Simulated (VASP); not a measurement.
Here is a VASP 6.6.1 calculation.

The input INCAR:

```
  PREC = Accurate
  ENCUT = 520
  EDIFF = 1E-6
  ISMEAR = -1
  SIGMA = 0.02
  LREAL = F
  LASPH = T
  NELM = 80
  ALGO = Normal
  ISIF = 2
  LWAVE = F
  LCHARG = F
  GGA = PS
  NBANDS = 30
```

File KPOINTS:

```
regular mesh
0
Gamma
  4 4 4
```

Contents of POSCAR:

```
CsPbCl3
1.0
    3.9777006109      2.2965265185      3.2476368809
   -3.9777006109      2.2965265185      3.2476368809
    0.0000000000     -4.5930530370      3.2476368808
Cs Pb Cl
1 1 3
Direct
    0.5000000000      0.5000000000      0.5000000000
    0.0000000000      0.0000000000      0.0000000000
    0.5000000000      0.0000624863      0.9999375137
    0.0000624863      0.9999375137      0.5000000000
    0.9999375137      0.5000000000      0.0000624863
```

Potentials or basis: VASP PAW PBE potentials, release 64 (Cs_sv, Pb_d, Cl).

The run is started by

```sh
$ cat potpaw_PBE.64/Cs_sv/POTCAR potpaw_PBE.64/Pb_d/POTCAR potpaw_PBE.64/Cl/POTCAR > POTCAR
$ mpirun -np 1 vasp_std > vasp.out
```

(1) Estimate the band gap on the k mesh.

(2) Estimate the pressure.

Answers

(1) 1.85 eV.

(2) 0.0 GPa.

Caveat: the PAW data sets were made with another functional, which shifts forces and pressure a little; spin-orbit coupling is left out, which moves the levels of the heavy elements.
